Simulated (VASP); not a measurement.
Input of a VASP 6.6.1 run:

File POSCAR:

```
Fe
1.0
   -1.4345540696      1.4345540696      1.4345540696
    1.4345540696     -1.4345540696      1.4345540696
    1.4345540696      1.4345540696     -1.4345540696
Fe
1
Direct
    0.0000000000      0.0000000000      0.0000000000
```

The input INCAR.step1:

```
SYSTEM = Fe
PREC = Accurate
ENCUT = 520
ISMEAR = 1
SIGMA = 1.0
LREAL = .False.
LASPH = .True.
NELM = 150
ISPIN = 2
MAGMOM = 2.804
LMAXMIX = 4
NBANDS = 14
GGA = PE
ALGO = Normal
EDIFF = 1E-4
LWAVE = .True.
LCHARG = .False.
```

INCAR.step2

```
SYSTEM = Fe
PREC = Accurate
ENCUT = 520
EDIFF = 1E-6
ISMEAR = 1
SIGMA = 1.0
LREAL = .False.
LASPH = .True.
NELM = 150
ALGO = Normal
ISIF = 2
LWAVE = .False.
LCHARG = .False.
ISPIN = 2
MAGMOM = 2.804
LORBIT = 11
LMAXMIX = 4
METAGGA = R2SCAN
LMIXTAU = .True.
NBANDS = 14
ISTART = 1
```

File KPOINTS:

```
regular mesh
0
Gamma
  15 15 15
  0 0 0
```

Potentials or basis: VASP PAW PBE potentials, release 64 (Fe).

Launch:

```bash
$ cat potpaw_PBE.64/Fe/POTCAR > POTCAR
$ cp INCAR.step1 INCAR
$ mpirun -np 1 vasp_std > vasp.out
$ cp INCAR.step2 INCAR
$ mpirun -np 1 vasp_std > vasp.out
```

Q: Estimate the site moments.

A: Fe +2.80 μB.

Q: What does it give for the net moment?

A: 2.73 μB per cell.

Q: What does it give for the pressure?

A: 0.3 GPa.

Caveat: the PAW data sets were made with another functional, which shifts forces and pressure a little.
